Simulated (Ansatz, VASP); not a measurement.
## Two plane-wave programs on ScPbS4

```xyz
6
Lattice="0.0000 3.9062 3.9062 3.9062 0.0000 3.9062 3.9062 3.9062 0.0000" Properties=species:S:1:pos:R:3 pbc="T T T"
Sc    1.9531    1.9531    1.9531
Pb    0.0000    0.0000    0.0000
S     4.8659    4.8659    4.8659
S     4.8659    2.9465    2.9465
S     2.9465    2.9465    4.8659
S     2.9465    4.8659    2.9465
```

Change from the starting cell: species swapped into the MgCu4Sn type (F-43m, No. 216).

Alike in both runs: task single point; functional PBE; k mesh 4 × 4 × 4; occupations gaussian, width 0.1 eV; collinear spin.

|  | VASP | Ansatz |
| --- | --- | --- |
| version | VASP 6.6.1 | Ansatz 0.2.0 |
| potentials or method | VASP PAW PBE potentials, release 64 (Sc_sv, Pb_d, S), cutoff 520 eV | scalar-relativistic, plane waves, PAW |
| valence electrons in the cell | 49 | 49 |

```csv
,VASP,Ansatz,Ansatz less VASP
gap on the k mesh at the Fermi level (eV),none,none,-
pressure (GPa),-0.1,-0.1,+0.06
rms of the force components (eV/Å),0.003,0.002,-0.0012
net moment per atom (μB),0.02,0.00,-0.017
```

Atom by atom the forces differ by 0.001 eV/Å (rms over components). A gap of «none» marks a metal or a gap that the smearing closes. The functional is the same, so the differences come from potentials, cutoffs and numerics. Ansatz's warnings: seeded moment not kept.

Spin-orbit coupling is off throughout.
